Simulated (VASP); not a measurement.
# Pb (Fm-3m) in VASP: further runs

Pb is run at these levels: PBE; tasks: single point.

Everything below comes from runs of VASP 6.6.1. Logs are shortened: lines on timing, memory, paths and dates and some standing lists are left out, and cuts for length are marked.

### Step 1. The cell of the first run

Symmetry: Fm-3m, No. 225, cubic system. Conventional cell: a = 4.944 Å, b = 4.944 Å, c = 4.944 Å, α = 90.00°, β = 90.00°, γ = 90.00°. Pb (site symmetry m-3m) has 12 Pb at 3.50 Å within 4.6 Å.

### Step 2. Single point, PBE

The input, INCAR:

```
SYSTEM = Pb
  PREC = Accurate
  ENCUT = 520
  EDIFF = 1E-6
  ISMEAR = -1
  SIGMA = 0.06122561905347299
  LREAL = .FALSE.
  LASPH = .TRUE.
  NELM = 80
  ALGO = Normal
  ISIF = 2
  LWAVE = .FALSE.
  LCHARG = .TRUE.
  GGA = PE
  LELF = .TRUE.
  LVHAR = .TRUE.
  NBANDS = 13
```

The input, KPOINTS:

```
Automatic mesh
0
G
  19 19 19
  0 0 0
```

The input, POSCAR:

```
Pb
1.0
    0.0000000000      2.4717689391      2.4717689391
    2.4717689391      0.0000000000      2.4717689391
    2.4717689391      2.4717689391      0.0000000000
Pb
1
Direct
    0.0000000000      0.0000000000      0.0000000000
```

Potentials or basis: VASP PAW PBE potentials, release 64 (Pb_d).

On the command line:

```bash
> cat potpaw_PBE.64/Pb_d/POTCAR > POTCAR
> mpirun -np 1 vasp_std > vasp.out
```

OUTCAR:

```text
SYSTEM = Pb
   PREC = Accurate
   ENCUT = 520
   EDIFF = 1E-6
   ISMEAR = -1
   LREAL = .FALSE.
   LASPH = .TRUE.
   NELM = 80
   ISIF = 2
   GGA = PE

 ion  position               nearest neighbor table
   1  0.000  0.000  0.000-

  LATTYP: Found a face centered cubic cell.
 ALAT       =     4.9435378782

  Lattice vectors:

 A1 = (   0.0000000000,   2.4717689391,   2.4717689391)
 A2 = (   2.4717689391,   0.0000000000,   2.4717689391)
 A3 = (   2.4717689391,   2.4717689391,   0.0000000000)

Analysis of symmetry for initial positions (statically):
=====================================================================
 Subroutine PRICEL returns:
 Original cell was already a primitive cell.

 Routine SETGRP: Setting up the symmetry group for a
 face centered cubic supercell.

 Subroutine GETGRP returns: Found 48 space group operations
 (whereof 48 operations were pure point group operations)
 out of a pool of 48 trial point group operations.

The static configuration has the point symmetry O_h .

Analysis of symmetry for dynamics (positions and initial velocities):
=====================================================================
 Subroutine PRICEL returns:
 Original cell was already a primitive cell.

 Routine SETGRP: Setting up the symmetry group for a
 face centered cubic supercell.

 Subroutine GETGRP returns: Found 48 space group operations
 (whereof 48 operations were pure point group operations)
 out of a pool of 48 trial point group operations.

The dynamic configuration has the point symmetry O_h .

 Subroutine INISYM returns: Found 48 space group operations
 (whereof 48 operations are pure point group operations),
 and found     1 'primitive' translations

----------------------------------------------------------------------------------------

                                     Primitive cell

  volume of cell :      30.2032

  direct lattice vectors                    reciprocal lattice vectors
     0.000000000  2.471768939  2.471768939    -0.202284280  0.202284280  0.202284280
     2.471768939  0.000000000  2.471768939     0.202284280 -0.202284280  0.202284280
     2.471768939  2.471768939  0.000000000     0.202284280  0.202284280 -0.202284280

  length of vectors
     3.495609157  3.495609157  3.495609157     0.350366650  0.350366650  0.350366650

  position of ions in fractional coordinates (direct lattice)
     0.000000000  0.000000000  0.000000000

  ion indices of the primitive-cell ions
[... 74 lines left out ...]
   EDIFF  = 0.1E-05   stopping-criterion for ELM
   LREAL  =      F    real-space projection
[... 7 lines left out ...]
   TEBEG  =    0.0;   TEEND  =   0.0 temperature during run
   PSTRESS=    0.0 pullay stress
   NELECT =      14.0000    total number of electrons
   NUPDOWN=      -1.0000    fix difference up-down
   EMIN   =  10.00;   EMAX   =-10.00  energy-range for DOS
   EFERMI =   0.00;   METHOD = LEGACY
   ISMEAR =    -1;   SIGMA  =   0.06  broadening in eV -4-tet -1-fermi 0-gaus
   EFERMI_NEDOS =   21; number of points for ismear=-14 and -15
   IALGO  =     38    algorithm
   IMIX   =      4    mixing-type and parameters
     AMIX     =   0.40;   BMIX     =  1.00
     AMIX_MAG =   1.60;   BMIX_MAG =  1.00
  volume/ion in A,a.u.               =      30.20       203.82
  Fermi-wavevector in a.u.,A,eV,Ry     =   1.266970  2.394226 21.840246  1.605213
  Thomas-Fermi vector in A             =   2.400143
   LORBIT       =      0    0 simple, 1 ext, 2 COOP (PROOUT), +10 PAW based schemes
   GGA     = PE    functional components
   LHFCALC =     F    Hartree Fock is set to
   AEXX    =    0.0000 exact exchange contribution
   IVDW    =     0    specifies the selected vdW correction
   LEPSILON=     F    determine dielectric tensor
   LRPA    =     F    only Hartree local field effects (RPA)
 non-spin polarized calculation
  energy-cutoff  :      520.00
  volume of cell :       30.20
 maximum number of plane-waves:       869
 NGX is ok and might be reduce to    28
   NGX = 13   NGY = 13   NGZ = 13

 number of electron      13.9999999 magnetization

 Free energy of the ion-electron system (eV)
  ---------------------------------------------------
  ext. energy  EPLUGINS =         0.00000000
  ---------------------------------------------------
  free energy    TOTEN  =        -3.55322304 eV

  energy without entropy =       -3.54670490  energy(sigma->0) =       -3.54996397

 E-fermi :   7.3749     XC(G=0): -10.2033

 val. band max:        7.3743590068   @ k =  -0.4211   0.3684   0.1579
 cond. band min:       7.3866164343   @ k =  -0.3684   0.3158   0.1053
 fundamental gap:      0.0122574275
 Fermi energy:         7.3748523467

 k-point     1 :       0.0000    0.0000    0.0000
  band No.  band energies     occupation
      1      -9.7473      2.00000
      2      -9.7473      2.00000
      3      -9.7473      2.00000
      4      -9.6058      2.00000
      5      -9.6058      2.00000
      6      -4.4542      2.00000
      7      14.7764      0.00000
      8      14.7764      0.00000
      9      14.7764      0.00000
     10      17.0923      0.00000
     11      18.7177      0.00000
     12      19.8404      0.00000
     13      19.8404      0.00000
[... 354 lines left out ...]
  band No.  band energies     occupation
      1      -9.7575      2.00000
      2      -9.7119      2.00000
      3      -9.7090      2.00000
      4      -9.5712      2.00000
      5      -9.5390      2.00000
      6      -2.8965      2.00000
      7       7.2364      1.81123
      8      12.5973      0.00000
      9      13.9691      0.00000
     10      16.6401      0.00000
     11      18.0695      0.00000
     12      19.1192      0.00000
     13      20.5604      0.00000

 [... further k-points ...]

------------------------ aborting loop because EDIFF is reached ----------------------------------------

  FORCE on cell =-STRESS in cart. coord.  units (eV):
  Direction    XX          YY          ZZ          XY          YZ          ZX
  --------------------------------------------------------------------------------------
  -------------------------------------------------------------------------------------
  Total        0.4934265      0.4934265      0.4934265      0.0000000      0.0000000      0.0000000
  in kB       26.1745642     26.1745642     26.1745642      0.0000000      0.0000000      0.0000000
  external PRESSURE =      26.1745642 kB  Pullay stress =       0.0000000 kB

 VOLUME and BASIS-vectors are now :
 -----------------------------------------------------------------------------
  energy-cutoff  :      520.00
  volume of cell :       30.20
      direct lattice vectors                 reciprocal lattice vectors
     0.000000000  2.471768939  2.471768939    -0.202284280  0.202284280  0.202284280
     2.471768939  0.000000000  2.471768939     0.202284280 -0.202284280  0.202284280
     2.471768939  2.471768939  0.000000000     0.202284280  0.202284280 -0.202284280

 POSITION                                       TOTAL-FORCE (eV/Angst)
 -----------------------------------------------------------------------------------
      0.00000      0.00000      0.00000        -0.000000      0.000000     -0.000000
 -----------------------------------------------------------------------------------
    total drift:                               -0.000000     -0.000000     -0.000000

  FREE ENERGIE OF THE ION-ELECTRON SYSTEM (eV)
  ---------------------------------------------------
  free  energy   TOTEN  =        -3.5532230409 eV

  energy  without entropy=       -3.5467048992  energy(sigma->0) =       -3.54996397
```

stdout:

```text
POSCAR found type information on POSCAR Pb
 POSCAR found :  1 types and       1 ions
 scaLAPACK will be used
 LDA part: xc-table for (Slater+PW92), standard interpolation
 POSCAR, INCAR and KPOINTS ok, starting setup
 FFT: planning ... GRIDC
 FFT: planning ... GRID_SOFT
 FFT: planning ... GRID
 WAVECAR not read
 entering main loop
```

Wall time 2.3 min (1 thread of Intel Xeon 8259CL, shared host); peak memory 0.22 GiB.

What came out:

| Property | Result |
| --- | --- |
| Free energy | -3.5532 eV |
| Pressure | 2.6 GPa |
| Band gap on the k mesh | zero (bands 7 and 8 overlap by 9.13 eV) |

Levels at points of the mesh, in eV from the Fermi level:
```
           k point  band 4  band 5  band 6  band 7  band 8  band 9  band 10  band 11
(0.00, 0.00, 0.00)  -16.98  -16.98  -11.83    7.40    7.40    7.40     9.72    11.34
```

Caveat: spin-orbit coupling is left out, which moves the levels of the heavy elements.

### Step 3. Single point, PBE

The input, INCAR:

```
PREC = Accurate ; ENCUT = 520
EDIFF = 1E-6 ; ISMEAR = -1
SIGMA = 0.06122561905347299 ; LREAL = F
LASPH = T ; NELM = 60
ALGO = Normal ; ISIF = 2
LWAVE = F ; LCHARG = F
GGA = PE ; NBANDS = 13
```

The input, KPOINTS:

```
regular mesh
0
Gamma
  19 19 19
```

POSCAR is that of step 2.

Potentials or basis: VASP PAW PBE potentials, release 64 (Pb_d).

On the command line:

```bash
> cat potpaw_PBE.64/Pb_d/POTCAR > POTCAR
> mpirun -np 1 vasp_std > vasp.out
```

Wall time 2 min (1 thread of Intel Xeon 8259CL, shared host); peak memory 0.22 GiB.

It converged, with:

| Item | Value |
| --- | --- |
| Free energy | -3.5532 eV |
| Pressure | 2.6 GPa |
| Band gap on the k mesh | zero (bands 7 and 8 overlap by 9.13 eV) |

Levels at points of the mesh, in eV from the Fermi level:
```tsv
k point	band 3	band 4	band 5	band 6	band 7	band 8	band 9	band 10	band 11	band 12
(0.00, 0.00, 0.00)	-17.12	-16.98	-16.98	-11.83	7.40	7.40	7.40	9.72	11.34	12.47
```

Caveat: spin-orbit coupling is left out, which moves the levels of the heavy elements.
